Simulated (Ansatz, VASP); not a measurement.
## Two plane-wave programs on Ir12S

```
Ir S
1.0
     5.43090    0.00000    0.00000
     0.00000    5.43090    0.00000
     0.00000    0.00000   21.00140
Ir S
12 1
Direct
  0.25000 0.25000 0.19046
  0.25000 0.75000 0.19046
  0.75000 0.25000 0.19046
  0.75000 0.75000 0.19046
  0.00000 0.00000 0.27858
  0.00000 0.50000 0.27858
  0.50000 0.00000 0.27858
  0.50000 0.50000 0.27858
  0.25000 0.25000 0.36671
  0.25000 0.75000 0.36671
  0.75000 0.25000 0.36671
  0.75000 0.75000 0.36671
  0.41667 0.41667 0.52384
```

Alike in both runs: task single point; functional PBE; dispersion D3(BJ); k mesh 5 × 5 × 1; occupations gaussian, width 0.1 eV; no spin polarisation.

|  | VASP | Ansatz |
| --- | --- | --- |
| version | VASP 6.6.1 | Ansatz 0.2.0 |
| potentials or method | VASP PAW PBE potentials, release 64 (Ir, S), cutoff 520 eV | scalar-relativistic, plane waves, PAW |
| valence electrons in the cell | 114 | 210 |

```tsv
	VASP	Ansatz	Ansatz less VASP
gap on the k mesh at the Fermi level (eV)	none	none	-
rms of the force components (eV/Å)	0.403	0.397	-0.0058
```

Atom by atom the forces differ by 0.024 eV/Å (rms over components). A gap of «none» marks a metal or a gap that the smearing closes. VASP's potentials hold 114 valence electrons a cell and Ansatz's 210, so a difference there can come from the potentials and not from the codes.

Neither program's run includes spin-orbit coupling.
